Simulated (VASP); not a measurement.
# Cu (Im-3m) in VASP: notebook

Runs on Cu. Level: PBE. Tasks: single point, relaxation of cell and atoms.

Program: VASP 6.6.1. These are calculated values, not measurements. Logs are shortened: lines on timing, memory, paths and dates and some standing lists are left out, and cuts for length are marked.

## Step 1: The cell of the first run

It takes space group Im-3m (No. 229, cubic). The conventional cell has a = 2.885 Å, b = 2.885 Å, c = 2.885 Å, α = 90.00°, β = 90.00°, γ = 90.00°. Cu (site symmetry m-3m) has 14 Cu at 2.50 to 2.88 Å within 3.3 Å.

## Step 2: Single point, PBE

File INCAR:

```
SYSTEM = Cu
PREC = Accurate
ENCUT = 600
EDIFF = 1E-6
ISMEAR = -1
SIGMA = 0.1
LREAL = .False.
LASPH = .True.
NELM = 120
ALGO = Normal
ISIF = 2
LWAVE = .False.
LCHARG = .True.
GGA = PE
LELF = .True.
LVHAR = .True.
NBANDS = 12
GGA_COMPAT = .False.
```

File KPOINTS:

```
Automatic mesh
0
Gamma
  8 8 8
  0 0 0
```

File POSCAR:

```
Cu
1.0
   -1.4423516869      1.4423516869      1.4423516869
    1.4423516869     -1.4423516869      1.4423516869
    1.4423516869      1.4423516869     -1.4423516869
Cu
1
Direct
    0.0000000000      0.0000000000      0.0000000000
```

Potentials or basis: VASP PAW PBE potentials, release 64 (Cu).

Started as:

```
cat potpaw_PBE.64/Cu/POTCAR > POTCAR
mpirun -np 1 vasp_std > vasp.out
```

OUTCAR:

```text
SYSTEM = Cu
   PREC = Accurate
   ENCUT = 600
   EDIFF = 1E-6
   ISMEAR = -1
   LREAL = .False.
   LASPH = .True.
   NELM = 120
   ISIF = 2
   GGA = PE

 ion  position               nearest neighbor table
   1  0.000  0.000  0.000-

  LATTYP: Found a body centered cubic cell.
 ALAT       =     2.8847033738

  Lattice vectors:

 A1 = (  -1.4423516869,   1.4423516869,   1.4423516869)
 A2 = (   1.4423516869,  -1.4423516869,   1.4423516869)
 A3 = (   1.4423516869,   1.4423516869,  -1.4423516869)

Analysis of symmetry for initial positions (statically):
=====================================================================
 Subroutine PRICEL returns:
 Original cell was already a primitive cell.

 Routine SETGRP: Setting up the symmetry group for a
 body centered cubic supercell.

 Subroutine GETGRP returns: Found 48 space group operations
 (whereof 48 operations were pure point group operations)
 out of a pool of 48 trial point group operations.

The static configuration has the point symmetry O_h .

Analysis of symmetry for dynamics (positions and initial velocities):
=====================================================================
 Subroutine PRICEL returns:
 Original cell was already a primitive cell.

 Routine SETGRP: Setting up the symmetry group for a
 body centered cubic supercell.

 Subroutine GETGRP returns: Found 48 space group operations
 (whereof 48 operations were pure point group operations)
 out of a pool of 48 trial point group operations.

The dynamic configuration has the point symmetry O_h .

 Subroutine INISYM returns: Found 48 space group operations
 (whereof 48 operations are pure point group operations),
 and found     1 'primitive' translations

----------------------------------------------------------------------------------------

                                     Primitive cell

  volume of cell :      12.0025

  direct lattice vectors                    reciprocal lattice vectors
    -1.442351687  1.442351687  1.442351687     0.000000000  0.346656093  0.346656093
     1.442351687 -1.442351687  1.442351687     0.346656093  0.000000000  0.346656093
     1.442351687  1.442351687 -1.442351687     0.346656093  0.346656093  0.000000000

  length of vectors
     2.498226404  2.498226404  2.498226404     0.490245748  0.490245748  0.490245748

  position of ions in fractional coordinates (direct lattice)
     0.000000000  0.000000000  0.000000000

  ion indices of the primitive-cell ions
   primitive index   ion index
                 1           1

----------------------------------------------------------------------------------------

 KPOINTS: Automatic mesh

Automatic generation of k-mesh.
 Grid dimensions read from file:
 generate k-points for:    8    8    8

 Generating k-lattice:

  Cartesian coordinates                     Fractional coordinates (reciprocal lattice)
     0.000000000  0.043332012  0.043332012     0.125000000  0.000000000  0.000000000
     0.043332012  0.000000000  0.043332012     0.000000000  0.125000000  0.000000000
     0.043332012  0.043332012  0.000000000     0.000000000  0.000000000  0.125000000

  Length of vectors
     0.061280718  0.061280718  0.061280718

  Shift w.r.t. Gamma in fractional coordinates (k-lattice)
     0.000000000  0.000000000  0.000000000

 Subroutine IBZKPT returns following result:
 ===========================================

 Found     29 irreducible k-points:

 Following reciprocal coordinates:
            Coordinates               Weight
  0.000000  0.000000  0.000000      1.000000
  0.125000  0.000000  0.000000     12.000000
  0.250000  0.000000  0.000000     12.000000
  0.375000  0.000000  0.000000     12.000000
  0.500000  0.000000  0.000000      6.000000
  0.125000  0.125000  0.000000     24.000000
[... 16 lines left out ...]
 -0.250000  0.250000  0.250000      6.000000
 -0.375000  0.375000  0.250000     24.000000
 [... further k-points ...]
   k-points           NKPTS =     29   k-points in BZ     NKDIM =     29   number of bands    NBANDS=     12
   number of dos      NEDOS =    301   number of ions     NIONS =      1
   total plane-waves  NPLWV =   8000
   dimension x,y,z NGX =    20 NGY =   20 NGZ =   20
   dimension x,y,z NGXF=    40 NGYF=   40 NGZF=   40
   ions per type =               1
   NGX,Y,Z   is equivalent  to a cutoff of  13.31, 13.31, 13.31 a.u.
   NGXF,Y,Z  is equivalent  to a cutoff of  26.62, 26.62, 26.62 a.u.
 SYSTEM =  Cu
   PREC   = accura    normal or accurate (medium, high low for compatibility)
   ISTART =      0    job   : 0-new  1-cont  2-samecut
   ICHARG =      2    charge: 1-file 2-atom 10-const
   ISPIN  =      1    spin polarized calculation?
   LNONCOLLINEAR =      F non collinear calculations
   LSORBIT =      F    spin-orbit coupling
   LASPH  =      T    aspherical Exc in radial PAW
   ENCUT  =  600.0 eV  44.10 Ry    6.64 a.u.   4.99  4.99  4.99*2*pi/ulx,y,z
   NELM   =    120;   NELMIN=  2; NELMDL= -5     # of ELM steps
   EDIFF  = 0.1E-05   stopping-criterion for ELM
   LREAL  =      F    real-space projection
   EDIFFG = 0.1E-04   stopping-criterion for IOM
   NSW    =      0    number of steps for IOM
   IBRION =     -1    ionic relax: 0-MD 1-quasi-New 2-CG
   NFREE  =      0    steps in history (QN), initial steepest desc. (CG)
   ISIF   =      2    stress and relaxation
   ISYM   =      2    0-nonsym 1-usesym 2-fastsym
   POTIM  = 0.5000    time-step for ionic-motion
   TEBEG  =    0.0;   TEEND  =   0.0 temperature during run
   PSTRESS=    0.0 pullay stress
   NELECT =      11.0000    total number of electrons
   NUPDOWN=      -1.0000    fix difference up-down
   EMIN   =  10.00;   EMAX   =-10.00  energy-range for DOS
   EFERMI =   0.00;   METHOD = LEGACY
   ISMEAR =    -1;   SIGMA  =   0.10  broadening in eV -4-tet -1-fermi 0-gaus
   EFERMI_NEDOS =   21; number of points for ismear=-14 and -15
   IALGO  =     38    algorithm
   IMIX   =      4    mixing-type and parameters
     AMIX     =   0.40;   BMIX     =  1.00
     AMIX_MAG =   1.60;   BMIX_MAG =  1.00
  volume/ion in A,a.u.               =      12.00        81.00
  Fermi-wavevector in a.u.,A,eV,Ry     =   1.590186  3.005016 34.404932  2.528691
  Thomas-Fermi vector in A             =   2.688920
   LORBIT       =      0    0 simple, 1 ext, 2 COOP (PROOUT), +10 PAW based schemes
   GGA     = PE    functional components
   LHFCALC =     F    Hartree Fock is set to
   AEXX    =    0.0000 exact exchange contribution
   IVDW    =     0    specifies the selected vdW correction
   LEPSILON=     F    determine dielectric tensor
   LRPA    =     F    only Hartree local field effects (RPA)
 non-spin polarized calculation
  energy-cutoff  :      600.00
  volume of cell :       12.00
 maximum number of plane-waves:       420
   NGX =  9   NGY =  9   NGZ =  9

 number of electron      11.0000003 magnetization

 Free energy of the ion-electron system (eV)
  ---------------------------------------------------
  ext. energy  EPLUGINS =         0.00000000
  ---------------------------------------------------
  free energy    TOTEN  =        -3.66825659 eV

  energy without entropy =       -3.64534539  energy(sigma->0) =       -3.65680099

 E-fermi :   7.4703     XC(G=0): -12.6370

 val. band max:        7.4410993111   @ k =   0.3750   0.1250   0.0000
 cond. band min:       7.6695161415   @ k =   0.2500   0.2500   0.0000
 fundamental gap:      0.2284168304
 Fermi energy:         7.4702805522

 k-point     1 :       0.0000    0.0000    0.0000
  band No.  band energies     occupation
      1      -1.8375      2.00000
      2       4.3164      2.00000
      3       4.3164      2.00000
      4       4.3164      2.00000
      5       5.3013      2.00000
      6       5.3013      2.00000
      7      32.2923      0.00000
      8      32.2923      0.00000
      9      32.2923      0.00000
     10      35.4527      0.00000
     11      35.4527      0.00000
     12      35.4527      0.00000

 k-point     2 :       0.1250    0.0000    0.0000
  band No.  band energies     occupation
      1      -1.2484      2.00000
      2       4.2118      2.00000
      3       4.3049      2.00000
      4       4.5357      2.00000
      5       5.2127      2.00000
      6       5.3100      2.00000
      7      27.4061      0.00000
      8      30.4639      0.00000
      9      31.1175      0.00000
     10      31.7206      0.00000
     11      33.0930      0.00000
     12      34.3934      0.00000

 k-point     3 :       0.2500    0.0000    0.0000
  band No.  band energies     occupation
      1       0.3780      2.00000
      2       3.9644      2.00000
      3       4.2584      2.00000
      4       5.1011      2.00000
      5       5.1511      2.00000
      6       5.3402      2.00000
      7      20.7885      0.00000
      8      27.4622      0.00000
      9      28.1235      0.00000
     10      29.6767      0.00000
     11      31.9250      0.00000
     12      36.3841      0.00000

 k-point     4 :       0.3750    0.0000    0.0000
  band No.  band energies     occupation
      1       2.0781      2.00000
      2       3.7239      2.00000
      3       4.9786      2.00000
      4       5.2712      2.00000
      5       5.3835      2.00000
      6       5.7296      2.00000
      7      14.9711      0.00000
      8      25.4487      0.00000
      9      25.6412      0.00000
     10      28.8173      0.00000
     11      31.4624      0.00000
     12      39.7780      0.00000

 k-point     5 :       0.5000    0.0000    0.0000
  band No.  band energies     occupation
      1       2.4404      2.00000
      2       3.6262      2.00000
      3       5.2600      2.00000
      4       5.4055      2.00000
      5       6.0131      2.00000
      6       6.8407      1.99632
      7      11.6379      0.00000
      8      24.7348      0.00000
      9      24.7480      0.00000
     10      28.5401      0.00000
     11      31.3688      0.00000
     12      40.9222      0.00000

 k-point     6 :       0.1250    0.1250    0.0000
  band No.  band energies     occupation
      1      -0.1283      2.00000
      2       4.0979      2.00000
      3       4.1465      2.00000
      4       4.9876      2.00000
      5       5.1064      2.00000
      6       5.3624      2.00000
      7      24.0924      0.00000
      8      24.7239      0.00000
      9      28.4719      0.00000
     10      31.8616      0.00000
     11      33.9088      0.00000
     12      35.8057      0.00000

 k-point     7 :       0.2500    0.1250    0.0000
  band No.  band energies     occupation
      1       1.7025      2.00000
      2       3.8491      2.00000
      3       4.1207      2.00000
      4       5.1282      2.00000
      5       5.4129      2.00000
      6       5.8400      2.00000
      7      18.0767      0.00000
      8      22.1604      0.00000
      9      26.0222      0.00000
     10      31.1238      0.00000
     11      34.9295      0.00000
     12      36.2448      0.00000

 k-point     8 :       0.3750    0.1250    0.0000
  band No.  band energies     occupation
      1       2.6322      2.00000
      2       3.6819      2.00000
      3       4.7588      2.00000
      4       5.2371      2.00000
      5       5.5693      2.00000
      6       7.4411      1.14488
      7      12.9499      0.00000
      8      20.9069      0.00000
      9      24.6599      0.00000
     10      30.5785      0.00000
     11      34.9836      0.00000
     12      38.1205      0.00000
[... 166 lines left out ...]
 k-point    20 :      -0.3750    0.5000    0.1250
  band No.  band energies     occupation
      1       3.1270      2.00000
      2       3.8242      2.00000
      3       4.1244      2.00000
      4       5.0908      2.00000
      5       5.7250      2.00000
      6       8.7891      0.00000
      7      13.6930      0.00000
      8      17.7449      0.00000
      9      26.1929      0.00000
     10      29.9952      0.00000
     11      32.2727      0.00000
     12      36.4963      0.00000

 k-point    21 :      -0.3750   -0.3750    0.1250
  band No.  band energies     occupation
      1       3.6286      2.00000
      2       3.6286      2.00000
      3       3.8144      2.00000
      4       5.4708      2.00000
      5       5.4708      2.00000
      6      12.3424      0.00000
      7      12.3424      0.00000
      8      13.8895      0.00000
      9      28.9560      0.00000
     10      29.6711      0.00000
     11      29.6711      0.00000
     12      34.9300      0.00000

 k-point    22 :       0.2500    0.2500    0.2500
  band No.  band energies     occupation
      1       3.6762      2.00000
      2       3.6762      2.00000
      3       3.6762      2.00000
      4       5.4264      2.00000
      5       5.4264      2.00000
      6      13.8131      0.00000
      7      13.8131      0.00000
      8      13.8131      0.00000
      9      14.8671      0.00000
     10      45.6544      0.00000
     11      45.6849      0.00000
     12      45.6922      0.00000

 k-point    23 :      -0.2500    0.2500    0.2500
  band No.  band energies     occupation
      1       2.1218      2.00000
      2       4.1100      2.00000
      3       4.6121      2.00000
      4       4.6121      2.00000
      5       5.0815      2.00000
      6       6.0735      2.00000
      7      21.7977      0.00000
      8      21.7977      0.00000
      9      23.4248      0.00000
     10      24.6155      0.00000
     11      39.0981      0.00000
     12      39.0981      0.00000

 k-point    24 :      -0.3750    0.3750    0.2500
  band No.  band energies     occupation
      1       3.0407      2.00000
      2       3.6451      2.00000
      3       4.6247      2.00000
      4       4.9206      2.00000
      5       5.6199      2.00000
      6       7.8133      0.06272
      7      16.6694      0.00000
      8      19.6405      0.00000
      9      22.7753      0.00000
     10      25.9345      0.00000
     11      34.7089      0.00000
     12      37.7319      0.00000

 [... further k-points ...]
[... 5 lines left out ...]
  --------------------------------------------------------------------------------------
  -------------------------------------------------------------------------------------
  Total        0.0576012      0.0576012      0.0576012      0.0000000      0.0000000     -0.0000000
  in kB        7.6889776      7.6889776      7.6889776      0.0000000      0.0000000     -0.0000000
  external PRESSURE =       7.6889776 kB  Pullay stress =       0.0000000 kB

 VOLUME and BASIS-vectors are now :
 -----------------------------------------------------------------------------
  energy-cutoff  :      600.00
  volume of cell :       12.00
      direct lattice vectors                 reciprocal lattice vectors
    -1.442351687  1.442351687  1.442351687     0.000000000  0.346656093  0.346656093
     1.442351687 -1.442351687  1.442351687     0.346656093  0.000000000  0.346656093
     1.442351687  1.442351687 -1.442351687     0.346656093  0.346656093  0.000000000

 POSITION                                       TOTAL-FORCE (eV/Angst)
 -----------------------------------------------------------------------------------
      0.00000      0.00000      0.00000         0.000000     -0.000000     -0.000000
 -----------------------------------------------------------------------------------
    total drift:                                0.000000     -0.000000     -0.000000

  FREE ENERGIE OF THE ION-ELECTRON SYSTEM (eV)
  ---------------------------------------------------
  free  energy   TOTEN  =        -3.6682565878 eV

  energy  without entropy=       -3.6453453890  energy(sigma->0) =       -3.65680099
```

It took 7.9 s on 1 thread of Intel Xeon 8259CL, shared host; peak memory 0.12 GiB.

Results:

| Quantity | Value |
| --- | --- |
| Free energy | -3.6683 eV |
| Pressure | 0.8 GPa |

Caveat: the k points lie up to 0.39 Å⁻¹ apart.

## Step 3: Single point, PBE

File INCAR:

```
PREC = Accurate ; ENCUT = 520
EDIFF = 1E-6 ; ISMEAR = -1
SIGMA = 0.1 ; LREAL = F
LASPH = T ; NELM = 100
ALGO = Normal ; ISIF = 2
LWAVE = F ; LCHARG = F
GGA = PE ; NBANDS = 12
```

File KPOINTS:

```
regular mesh
0
Gamma
  15 15 15
```

File POSCAR:

```
Cu
1.0
   -1.4423515641      1.4423515641      1.4423515641
    1.4423515641     -1.4423515641      1.4423515641
    1.4423515641      1.4423515641     -1.4423515641
Cu
1
Direct
    0.0000000000      0.0000000000      0.0000000000
```

Potentials or basis: VASP PAW PBE potentials, release 64 (Cu).

Started as:

```
cat potpaw_PBE.64/Cu/POTCAR > POTCAR
mpirun -np 1 vasp_std > vasp.out
```

It took 10 s on 1 thread of Intel Xeon Platinum 8559C (Emerald Rapids), shared host; peak memory 0.13 GiB.

It converged, with:

| Property | Result |
| --- | --- |
| Free energy | -3.7002 eV |
| Pressure | 0.6 GPa |

Levels at points of the mesh, in eV from the Fermi level:
```csv
k point,band 1,band 2,band 3,band 4,band 5,band 6,band 7,band 8,band 9,band 10
"(0.00, 0.00, 0.00)",-9.20,-3.02,-3.02,-3.02,-2.04,-2.04,24.93,24.93,24.93,28.10
```

[end of part 1 of 2]
